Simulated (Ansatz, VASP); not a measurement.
# One calculation of Ga, two programs

```
CELL_PARAMETERS angstrom
-2.65690 2.65690 1.39177
2.65690 -2.65690 1.39177
2.65690 2.65690 -1.39177
ATOMIC_POSITIONS crystal
Ga 0.00000 0.00000 0.00000
Ga 0.75000 0.25000 0.50000
```

Alike in both runs: functional PBE; k mesh 22 × 22 × 22; occupations gaussian, width 0.1 eV; no spin polarisation.

Ansatz relaxed the structure, and its values are those at the end. VASP's run is a single point on that final structure, the one shown.

|  | VASP | Ansatz |
| --- | --- | --- |
| version | VASP 6.6.1 | Ansatz 0.2.0 |
| potentials or method | VASP PAW PBE potentials, release 64 (Ga_d), cutoff 520 eV | scalar-relativistic, plane waves, PAW |
| valence electrons in the cell | 26 | 26 |

VASP gave:

| Item | Value |
| --- | --- |
| gap on the k mesh at the Fermi level (eV) | none |
| pressure (GPa) | 0.1 |

**Question.** What did Ansatz give for the same quantities?

**Answer.** gap on the k mesh at the Fermi level (eV): none; pressure (GPa): 0.0.

A gap of «none» marks a metal or a gap that the smearing closes.
